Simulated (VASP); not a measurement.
A run of VASP 6.6.1 is set up as follows.

INCAR

```
SYSTEM = Cs
PREC = Accurate ; ENCUT = 520
EDIFF = 1E-6 ; ISMEAR = -1
SIGMA = 0.05 ; LREAL = .FALSE.
LASPH = .TRUE. ; NELM = 100
ALGO = Normal ; ISIF = 2
LWAVE = .FALSE. ; LCHARG = .FALSE.
GGA = PE ; NBANDS = 10
```

Contents of KPOINTS:

```
Automatic mesh
0
G
  6 6 6
  0 0 0
```

Contents of POSCAR:

```
Cs
1.0
   -3.1491839769      3.1491839769      3.1491839769
    3.1491839769     -3.1491839769      3.1491839769
    3.1491839769      3.1491839769     -3.1491839769
Cs
1
Direct
    0.0000000000      0.0000000000      0.0000000000
```

Potentials or basis: VASP PAW PBE potentials, release 64 (Cs_sv).

Run with:

```bash
$ cat potpaw_PBE.64/Cs_sv/POTCAR > POTCAR
$ mpirun -np 1 vasp_std > vasp.out
```

Q: Estimate the pressure.

A: -0.1 GPa.
